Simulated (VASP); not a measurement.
MgGe4: single point with PBE+D3(BJ)

Crystal: MgGe4.

```xyz
5
Lattice="3.8025 0.0000 0.0000 0.0000 3.8025 0.0000 0.0000 0.0000 6.8002" Properties=species:S:1:pos:R:3 pbc="T T T"
Mg    0.0000    0.0000    0.0000
Ge    0.0000    1.9012    5.2901
Ge    1.9012    0.0000    5.2901
Ge    0.0000    1.9012    1.5101
Ge    1.9012    0.0000    1.5101
```

```yaml
Program: VASP 6.6.1
Task: single point
Functional: PBE
Dispersion: D3(BJ)
Potentials_or_basis: VASP PAW PBE potentials, release 64 (Mg, Ge_d)
Cutoff: 520 eV
k_mesh: 4 × 4 × 4
Occupations: gaussian, width 0.1 eV
Spin: no spin polarisation
```

| Quantity | Value |
| --- | --- |
| Pressure | 14.4 GPa |
| Largest force | 1.769 eV/Å |
| Band gap on the k mesh | zero (bands 29 and 30 overlap by 2.55 eV) |
| Dispersion energy per atom | -0.336 eV |

Forces on the atoms (eV/Å):
```
Mg   0.000  0.000  0.000
Ge   0.000  0.000 -1.769
Ge   0.000  0.000 -1.769
Ge   0.000  0.000  1.769
Ge   0.000  0.000  1.769
```

Stress tensor (GPa, compression positive):
```
16.24  0.00  0.00
 0.00 16.24  0.00
 0.00  0.00 10.67
```

Levels at points of the mesh, in eV from the Fermi level:
```csv
k point,band 27,band 28,band 29,band 30,band 31,band 32
"(0.00, 0.00, 0.00)",-2.23,-1.39,-1.39,0.76,1.62,2.92
"(0.50, 0.00, 0.00)",-0.38,0.48,0.81,0.97,1.82,1.98
"(0.50, 0.50, 0.00)",-4.89,-3.76,-1.72,-1.72,2.66,2.92
"(0.00, 0.00, 0.50)",-2.58,-1.96,-1.60,-1.60,2.96,3.18
"(0.50, 0.00, 0.50)",-0.28,0.31,0.51,0.62,0.79,1.05
"(0.50, 0.50, 0.50)",-5.07,-4.08,-0.39,-0.39,1.55,1.55
```

Run time: 76 s on 1 thread of AMD EPYC 7R13 (shared host), peak memory 0.2 GiB.

Caveat: the k points lie up to 0.41 Å⁻¹ apart, too coarse for converged energies and pressures of a metal; forces of over 1 eV/Å act on the atoms, so gaps and moduli don't describe the material at rest.
